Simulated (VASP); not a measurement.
Li, 3 atoms in the cell. It takes space group P3_121 (No. 152, trigonal). Conventional cell: a = 4.751 Å, b = 4.751 Å, c = 3.117 Å, α = 90.00°, β = 90.00°, γ = 120.00°. Within 3.9 Å of Li (site symmetry 2) lie 14 Li at 2.92 to 3.45 Å. 

* Program: VASP 6.6.1
* Task: single point
* Functional: PBEsol
* Potentials or basis: VASP PAW PBE potentials, release 64 (Li_sv)
* Cutoff: 520 eV
* k mesh: 6 × 6 × 4
* Occupations: gaussian, width 0.1 eV
* Spin: no spin polarisation
* Dipole correction: no
* Further INCAR settings: ALGO = Fast; EDIFF = 1e-06; NBANDS = 12

Potentials or basis: VASP PAW PBE potentials, release 64 (Li_sv).

Launch:

```bash
$ cat potpaw_PBE.64/Li_sv/POTCAR > POTCAR
$ mpirun -np 1 vasp_std > vasp.out
```

Hardware: 1 thread of Intel(R) Xeon(R) Platinum 8259CL CPU @ 2.50GHz (Skylake/Cascade Lake), with other jobs on the host.

Problem. How long does it take, and how much memory?

Solution. Wall time 16 s on 1 thread of Intel(R) Xeon(R) Platinum 8259CL CPU @ 2.50GHz (Skylake/Cascade Lake), with other jobs on the host, peak memory 0.16 GiB. Counts: scf iterations 14, k points 24.
